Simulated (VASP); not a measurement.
# H (I4/mmm) in VASP: relaxation of cell and atoms with PBEsol

Aim: the relaxation of cell and atoms of H with PBEsol.

Everything below comes from runs of VASP 6.6.1. Logs are shortened: lines on timing, memory, paths and dates and some standing lists are left out, and cuts for length are marked.

**1. The cell of the first run**

Symmetry: I4/mmm, No. 139, tetragonal system. The conventional cell has a = 3.508 Å, b = 3.508 Å, c = 4.373 Å, α = 90.00°, β = 90.00°, γ = 90.00°. Within 1.0 Å of H (site symmetry 4mm) lie 1 H at 0.76 Å.

**2. Relaxation of cell and atoms, PBEsol**

Input file INCAR:

```
SYSTEM = H
PREC = Accurate
ENCUT = 1230
EDIFF = 1E-7
ISMEAR = 0
SIGMA = 0.01
LREAL = .FALSE.
LASPH = .TRUE.
NELM = 120
ALGO = Normal
ISIF = 3
LWAVE = .FALSE.
LCHARG = .FALSE.
GGA = PS
IBRION = 2
NSW = 80
EDIFFG = -0.001
GGA_COMPAT = .FALSE.
NELMIN = 4
```

Input file KPOINTS:

```
regular mesh
0
G
  10 10 10
  0 0 0
```

Input file POSCAR:

```
H
1.0
   -1.7538636044      1.7538636044      2.1865336887
    1.7538636044     -1.7538636044      2.1865336887
    1.7538636044      1.7538636044     -2.1865336887
H
2
Direct
    0.9131797345      0.9131797345      0.0000000000
    0.0868202655      0.0868202655      0.0000000000
```

Potentials or basis: VASP PAW PBE potentials, release 64 (H_h).

Launch:

```console
> cat potpaw_PBE.64/H_h/POTCAR > POTCAR
> mpirun -np 1 vasp_std > vasp.out
```

OUTCAR:

```text
SYSTEM = H
   PREC = Accurate
   ENCUT = 1230
   EDIFF = 1E-7
   ISMEAR = 0
   LREAL = .FALSE.
   LASPH = .TRUE.
   NELM = 120
   ISIF = 3
   GGA = PS
   IBRION = 2
   NSW = 80
   EDIFFG = -0.001
   NELMIN = 4

 ion  position               nearest neighbor table
   1  0.913  0.913  0.000-   2 0.76
   2  0.087  0.087  0.000-   1 0.76

  LATTYP: Found a body centered tetragonal cell.
 ALAT       =     3.5077272088
 C/A-ratio  =     1.2466954005

  Lattice vectors:

 A1 = (  -1.7538636044,   1.7538636044,   2.1865336887)
 A2 = (   1.7538636044,  -1.7538636044,   2.1865336887)
 A3 = (   1.7538636044,   1.7538636044,  -2.1865336887)

Analysis of symmetry for initial positions (statically):
=====================================================================
 Subroutine PRICEL returns:
 Original cell was already a primitive cell.

 Routine SETGRP: Setting up the symmetry group for a
 body centered tetragonal supercell.

 Subroutine GETGRP returns: Found 16 space group operations
 (whereof 16 operations were pure point group operations)
 out of a pool of 16 trial point group operations.

The static configuration has the point symmetry D_4h.

Analysis of symmetry for dynamics (positions and initial velocities):
=====================================================================
 Subroutine PRICEL returns:
 Original cell was already a primitive cell.

 Routine SETGRP: Setting up the symmetry group for a
 body centered tetragonal supercell.

 Subroutine GETGRP returns: Found 16 space group operations
 (whereof 16 operations were pure point group operations)
 out of a pool of 16 trial point group operations.

The dynamic configuration has the point symmetry D_4h.

 Subroutine INISYM returns: Found 16 space group operations
 (whereof 16 operations are pure point group operations),
 and found     1 'primitive' translations

----------------------------------------------------------------------------------------

                                     Primitive cell

  volume of cell :      26.9034

  direct lattice vectors                    reciprocal lattice vectors
    -1.753863604  1.753863604  2.186533689     0.000000000  0.285084883  0.228672443
     1.753863604 -1.753863604  2.186533689     0.285084883  0.000000000  0.228672443
     1.753863604  1.753863604 -2.186533689     0.285084883  0.285084883  0.000000000

  length of vectors
[... 107 lines left out ...]
   GGA     = PS    functional components
   LHFCALC =     F    Hartree Fock is set to
   AEXX    =    0.0000 exact exchange contribution
   IVDW    =     0    specifies the selected vdW correction
   LEPSILON=     F    determine dielectric tensor
   LRPA    =     F    only Hartree local field effects (RPA)
 conjugate gradient relaxation of ions
 non-spin polarized calculation
 Gauss-broadening in eV      SIGMA  =   0.01
  energy-cutoff  :     1230.00
  volume of cell :       26.90
 maximum number of plane-waves:      2657
 NGX is ok and might be reduce to    40
   NGX = 19   NGY = 19   NGZ = 19

--------------------------------------- Ionic step        1  -------------------------------------------

 number of electron       2.0000000 magnetization

 Free energy of the ion-electron system (eV)
  ---------------------------------------------------
  ext. energy  EPLUGINS =         0.00000000
  ---------------------------------------------------
  free energy    TOTEN  =        -6.42295782 eV

  energy without entropy =       -6.42295782  energy(sigma->0) =       -6.42295782

------------------------ aborting loop because EDIFF is reached ----------------------------------------

  FORCE on cell =-STRESS in cart. coord.  units (eV):
  Direction    XX          YY          ZZ          XY          YZ          ZX
  --------------------------------------------------------------------------------------
  -------------------------------------------------------------------------------------
  Total        0.0019074      0.0019074      0.0070099      0.0000000      0.0000000      0.0000000
  in kB        0.1135937      0.1135937      0.4174607      0.0000000      0.0000000      0.0000000
  external PRESSURE =       0.2148827 kB  Pullay stress =       0.0000000 kB
[... 89 lines left out ...]
  FREE ENERGIE OF THE ION-ELECTRON SYSTEM (eV)
  ---------------------------------------------------
  free  energy   TOTEN  =        -6.4229583117 eV

  energy  without entropy=       -6.4229583117  energy(sigma->0) =       -6.42295831

[... ionic steps 4 to 11 ...]

--------------------------------------- Ionic step       12  -------------------------------------------

 number of electron       2.0000000 magnetization

------------------------ aborting loop because EDIFF is reached ----------------------------------------
[... 67 lines left out ...]
--------------------------------------- Ionic step       14  -------------------------------------------

 number of electron       2.0000000 magnetization

 Free energy of the ion-electron system (eV)
  ---------------------------------------------------
  ext. energy  EPLUGINS =         0.00000000
  ---------------------------------------------------
  free energy    TOTEN  =        -6.42300200 eV

  energy without entropy =       -6.42300200  energy(sigma->0) =       -6.42300200

 E-fermi :  -8.2810     XC(G=0):  -4.9410

 val. band max:       -8.3452333954   @ k =   0.5000   0.5000   0.5000
 cond. band min:       0.5835338167   @ k =   0.5000   0.0000  -0.0000
 fundamental gap:      8.9287672121
 Fermi energy:        -8.2810215995

 k-point     1 :       0.0000    0.0000    0.0000
  band No.  band energies     occupation
      1     -10.1743      2.00000
      2       4.3087      0.00000
      3       7.6772      0.00000
      4      13.4976      0.00000
      5      13.4976      0.00000
[... 177 lines left out ...]
 k-point    24 :       0.4000    0.3000   -0.0000
  band No.  band energies     occupation
      1      -8.7288      2.00000
      2       1.9477      0.00000
      3       3.7818      0.00000
      4       8.1165      0.00000
      5       9.5326      0.00000

 [... further k-points ...]

------------------------ aborting loop because EDIFF is reached ----------------------------------------

  FORCE on cell =-STRESS in cart. coord.  units (eV):
  Direction    XX          YY          ZZ          XY          YZ          ZX
  --------------------------------------------------------------------------------------
  -------------------------------------------------------------------------------------
  Total       -0.0004982     -0.0004982      0.0006655      0.0000000      0.0000000      0.0000000
  in kB       -0.0287792     -0.0287792      0.0384464      0.0000000      0.0000000      0.0000000
  external PRESSURE =      -0.0063707 kB  Pullay stress =       0.0000000 kB
[... 17 lines left out ...]
  FREE ENERGIE OF THE ION-ELECTRON SYSTEM (eV)
  ---------------------------------------------------
  free  energy   TOTEN  =        -6.4230020043 eV

  energy  without entropy=       -6.4230020043  energy(sigma->0) =       -6.42300200

 reached required accuracy - stopping structural energy minimisation
```

OSZICAR:

```text
N       E                     dE             d eps       ncg     rms          rms(c)
DAV:   1    -0.611356290961E+01   -0.61136E+01   -0.83903E+02  1020   0.524E+02
DAV:   2    -0.693057585690E+01   -0.81701E+00   -0.81701E+00  1320   0.252E+01
DAV:   3    -0.693439790785E+01   -0.38221E-02   -0.38221E-02  1230   0.169E+00
[... 87 lines left out ...]
       N       E                     dE             d eps       ncg     rms          rms(c)
DAV:   1    -0.642300203518E+01   -0.12487E-06   -0.37771E-06  1045   0.164E-02    0.115E-03
DAV:   2    -0.642300201191E+01    0.23271E-07   -0.46726E-08   800   0.163E-03    0.679E-04
DAV:   3    -0.642300200436E+01    0.75523E-08   -0.34787E-08   515   0.957E-04    0.861E-05
DAV:   4    -0.642300200425E+01    0.10429E-09   -0.13272E-09   510   0.345E-04
  14 F= -.64230020E+01 E0= -.64230020E+01  d E =-.194459E-05
```

CONTCAR:

```text
H
   1.00000000000000
    -1.7673443059327210    1.7673443059327212    2.2197378882516490
     1.7673443059327210   -1.7673443059327207    2.2197378882516490
     1.7673443059327210    1.7673443059327207   -2.2197378882516490
  H
     2
Direct
     0.9144714552960886    0.9144714552960886    0.0000000000000000
     0.0855285447039111    0.0855285447039111    0.0000000000000000

  0.00000000E+00  0.00000000E+00  0.00000000E+00
  0.00000000E+00  0.00000000E+00  0.00000000E+00
```

It took 1.7 min on 1 thread of Intel Xeon 6975P-C (Granite Rapids), shared host; peak memory 0.24 GiB.

What came out:

| Item | Value |
| --- | --- |
| Free energy | -6.4230 eV |
| Relaxed volume | 13.87 Å³/atom |
| Relaxed cell | a = 3.343 Å, b = 3.343 Å, c = 3.343 Å, α = 116.16°, β = 116.16°, γ = 96.78° |
| Space group after relaxing (to 0.1 Å) | I4/mmm (No. 139) |
| Energy gained by relaxing | 0.0 meV/atom |
| Ionic steps | 14 |
| Pressure after relaxing | 0.0 GPa |
| Band gap on the k mesh | 8.93 eV (least direct gap 9.54 eV) |

Final structure:
```yaml
crystal:
  lattice:
    - [-1.76734, 1.76734, 2.21974]
    - [1.76734, -1.76734, 2.21974]
    - [1.76734, 1.76734, -2.21974]
  atoms:
    - { symbol: H, position: [0.91447, 0.91447, 0.00000] }
    - { symbol: H, position: [0.08553, 0.08553, 0.00000] }
```

Caveat: this functional lacks dispersion, which holds the molecules together, so the pressure and a relaxed volume are unreliable; the PAW data sets were made with another functional, which shifts forces and pressure a little.
